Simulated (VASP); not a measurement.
Wanted: the native input for a VASP 6.6.1 run.

| Property | Result |
| --- | --- |
| Task | single point |
| Functional | PBE |
| Potentials or basis | VASP PAW PBE potentials, release 64 (B, N) |
| Cutoff | 520 eV |
| k mesh | 15 × 15 × 15 |
| Occupations | fermi-dirac, width 0.05 eV |
| Spin | no spin polarisation |
| Dipole correction | no |
| Further INCAR settings | ALGO = Normal; EDIFF = 1e-06; NBANDS = 11 |

The structure of BN (zincblende type) lies in POSCAR:

```
BN
1.0
    0.0000000000      1.7753547638      1.7753547638
    1.7753547638      0.0000000000      1.7753547638
    1.7753547638      1.7753547638      0.0000000000
B N
1 1
Direct
    0.0000000000      0.0000000000      0.0000000000
    0.2500000000      0.2500000000      0.2500000000
```

This cell differs from its parent crystal: volume scaled by 0.94.

These files were run (other wordings do the same):

INCAR

```
SYSTEM = BN
  PREC = Accurate
  ENCUT = 520
  EDIFF = 1E-6
  ISMEAR = -1
  SIGMA = 0.05
  LREAL = .False.
  LASPH = .True.
  NELM = 80
  ALGO = Normal
  ISIF = 2
  LWAVE = .False.
  LCHARG = .False.
  GGA = PE
  NBANDS = 11
```

KPOINTS

```
regular mesh
0
Gamma
  15 15 15
  0 0 0
```

Potentials or basis: VASP PAW PBE potentials, release 64 (B, N).

Launch:

```sh
$ cat potpaw_PBE.64/B/POTCAR potpaw_PBE.64/N/POTCAR > POTCAR
$ mpirun -np 1 vasp_std > vasp.out
```

Results of the run:

```yaml
Pressure: 26.2 GPa
Band_gap_on_the_k_mesh: 4.57 eV, indirect (least direct gap 9.08 eV)
```

Wall time 18 s on 1 thread of AMD EPYC 7R13 (shared host), peak memory 0.1 GiB.
